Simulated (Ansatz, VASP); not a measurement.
# Two plane-wave programs on V

```
CELL_PARAMETERS angstrom
4.62418 0.00000 0.00000
-2.31209 4.00466 0.00000
0.00000 0.00000 2.48201
ATOMIC_POSITIONS crystal
V 0.00000 0.00000 0.00000
V 0.33333 0.66667 0.50000
V 0.66667 0.33333 0.50000
```

Alike in both runs: task single point; functional PBE; k mesh 11 × 11 × 17; occupations fermi-dirac, width 0.1 eV; no spin polarisation.

```csv
,VASP,Ansatz
version,VASP 6.6.1,Ansatz 0.2.0
potentials or method,"VASP PAW PBE potentials, release 64 (V_sv), cutoff 520 eV","plane waves (420 eV) with PAW, scalar-relativistic"
valence electrons in the cell,39,39
```

|  | VASP | Ansatz | Ansatz less VASP |
| --- | --- | --- | --- |
| pressure (GPa) | -15.7 | -15.9 | -0.17 |
| traceless stress, the component that is largest in VASP (GPa) | -0.27 | -0.37 | -0.102 |
